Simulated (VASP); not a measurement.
Here is a VASP 6.6.1 calculation.

Contents of INCAR:

```
PREC = Accurate
ENCUT = 520
EDIFF = 1E-6
ISMEAR = 0
SIGMA = 0.03
LREAL = False
LASPH = True
NELM = 60
ALGO = Normal
ISIF = 2
LWAVE = False
LCHARG = False
GGA = CA
NBANDS = 16
```

Contents of KPOINTS:

```
Automatic mesh
0
Gamma
  12 12 6
```

File POSCAR:

```
Si
1.0
    3.8016851185      0.0000000000      0.0000000000
   -1.9008425593      3.2923558898      0.0000000000
    0.0000000000      0.0000000000      6.2886938331
Si
4
Direct
    0.3333333333      0.6666666667      0.0630360460
    0.6666666667      0.3333333333      0.5630360460
    0.3333333333      0.6666666667      0.4369639540
    0.6666666667      0.3333333333      0.9369639540
```

Potentials or basis: VASP PAW LDA potentials, release 64 (Si).

Command:

```sh
$ cat potpaw_LDA.64/Si/POTCAR > POTCAR
$ mpirun -np 1 vasp_std > vasp.out
```

Problem. Estimate the pressure.

Solution. 0.1 GPa.

Problem. What does it give for the band gap on the k mesh?

Solution. 0.27 eV, indirect (least direct gap 1.00 eV).

A k mesh can miss the band edges.
